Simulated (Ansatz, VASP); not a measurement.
## TiAl3: VASP beside Ansatz

File INCAR:

```
SYSTEM = TiAl3
PREC = Accurate
ENCUT = 520
EDIFF = 1E-6
ISMEAR = 0
SIGMA = 0.15
LREAL = .FALSE.
LASPH = .TRUE.
NELM = 80
ALGO = Fast
ISIF = 2
LWAVE = .FALSE.
LCHARG = .FALSE.
GGA = PE
NBANDS = 18
```

File KPOINTS:

```
Automatic mesh
0
G
  14 14 14
  0 0 0
```

The input POSCAR:

```
TiAl3
1.0
   -1.7816539410      2.0635040196      4.3111351100
    1.7816539410     -2.0635040196      4.3111351100
    1.7816539410      2.0635040196     -4.3111351100
Ti Al
1 3
Direct
    0.0000000000      0.0000000000      0.0000000000
    0.5000000000      0.5000000000      0.0000000000
    0.7500000000      0.2500000000      0.5000000000
    0.2500000000      0.7500000000      0.5000000000
```

Input for Ansatz:

```yaml
crystal:
  lattice:
    - [-1.781653941, 2.0635040196, 4.31113511]
    - [1.781653941, -2.0635040196, 4.31113511]
    - [1.781653941, 2.0635040196, -4.31113511]
  atoms:
    - { symbol: Ti, position: [0.0, 0.0, 0.0] }
    - { symbol: Al, position: [0.5, 0.5, 0.0] }
    - { symbol: Al, position: [0.75, 0.25, 0.5] }
    - { symbol: Al, position: [0.25, 0.75, 0.5] }
basis:
  ecutwfc: 520.0
kpoints:
  mp_grid: { grid: [14, 14, 14] }
hamiltonian:
  xc: pbe
  pseudopotentials: { kind: paw, azcp: { folder: soft_1 } }
scf:
  occupations: { method: gaussian, width: 0.15 }
output:
  forces: true
  stress: true
  eigenvalues: true
  write_density: true
  write_potential: true
  elf: true
  volumetric_format: npy
```

Change from the starting cell: normal strain along x -0.0733, normal strain along y +0.0733.

Alike in both runs: task single point; functional PBE; k mesh 14 × 14 × 14; occupations gaussian, width 0.15 eV; no spin polarisation.

|  | VASP | Ansatz |
| --- | --- | --- |
| version | VASP 6.6.1 | Ansatz 0.2.0 |
| potentials or method | VASP PAW PBE potentials, release 64 (Ti_sv, Al), cutoff 520 eV | scalar-relativistic, plane waves, PAW |
| valence electrons in the cell | 21 | 21 |

```tsv
	VASP	Ansatz	Ansatz less VASP
gap on the k mesh at the Fermi level (eV)	none	none	-
pressure (GPa)	0.8	0.8	-0.01
traceless stress, the component that is largest in VASP (GPa)	-8.22	-8.21	+0.015
rms of the force components (eV/Å)	0.034	0.035	+0.0004
```

Atom by atom the forces differ by 0.000 eV/Å (rms over components). A gap of «none» marks a metal or a gap that the smearing closes.
